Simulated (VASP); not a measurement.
Wanted: the native input for a VASP 6.6.1 run.

```
Task                   : single point
Functional             : PBE
Potentials or basis    : VASP PAW PBE potentials, release 64 (Li_sv, Tm_3, H), 4f in core
Cutoff                 : 750 eV
k mesh                 : 4 × 3 × 2
Occupations            : gaussian, width 0.15 eV
Spin                   : no spin polarisation
Dipole correction      : no
Mended                 : yes
Further INCAR settings : ALGO = Normal; EDIFF = 1e-06; NBANDS = 17
```

The structure of LiTmH4 lies in POSCAR:

```
LiTmH4
1.0
    3.4893916603      0.0000000000      0.0000000000
    0.0000000000      2.7200318960      0.0000000000
    0.0000000000      0.0000000000      5.6488067700
Li Tm H
1 1 4
Direct
    0.5000000000      0.0000000000      0.5000000000
    0.0000000000      0.0000000000      0.0000000000
    0.0000000000      0.5000000000      0.7024739290
    0.5000000000      0.5000000000      0.1726699318
    0.5000000000      0.5000000000      0.8273300682
    0.0000000000      0.5000000000      0.2975260710
```

The cell was built from a structure type or drawn by symmetry, and may not be a known phase.

These files were run (other wordings do the same):

INCAR

```
SYSTEM = LiTmH4
PREC     = Accurate       ! precision mode
ENCUT    = 750            ! plane-wave cutoff, eV
EDIFF    = 1E-6           ! SCF threshold, eV
ISMEAR   = 0              ! smearing method
SIGMA    = 0.15           ! smearing width, eV
LREAL    = .False.        ! projectors in reciprocal space
LASPH    = .True.         ! aspherical terms in the spheres
NELM     = 200            ! most SCF steps
ALGO     = Normal         ! electronic algorithm
ISIF     = 2              ! what is computed and relaxed
LWAVE    = .False.        ! write WAVECAR
LCHARG   = .False.        ! write CHGCAR
GGA      = PE             ! functional
NBANDS   = 17             ! bands
GGA_COMPAT= .False.      
LMAXMIX  = 6              ! l up to which the mixer works
```

KPOINTS

```
regular mesh
0
Gamma
  4 3 2
  0 0 0
```

Potentials or basis: VASP PAW PBE potentials, release 64 (Li_sv, Tm_3, H), 4f in core.

The run is started by

```bash
$ cat potpaw_PBE.64/Li_sv/POTCAR potpaw_PBE.64/Tm_3/POTCAR potpaw_PBE.64/H/POTCAR > POTCAR
$ mpirun -np 1 vasp_std > vasp.out
```

Results of the run:

- Pressure: 0.4 GPa
- Largest force: 0.036 eV/Å
- Band gap on the k mesh: zero (bands 8 and 9 overlap by 2.02 eV)

Caveat: the k points lie up to 0.77 Å⁻¹ apart, too coarse for converged energies and pressures of a metal; spin-orbit coupling is left out, which moves the levels of the heavy elements; the 4f electrons are frozen in the core, so they carry no moment and show no levels.

It took 19 s on 1 thread of Intel(R) Xeon(R) Platinum 8488C (Sapphire Rapids), on a shared host, peak memory 0.19 GiB.
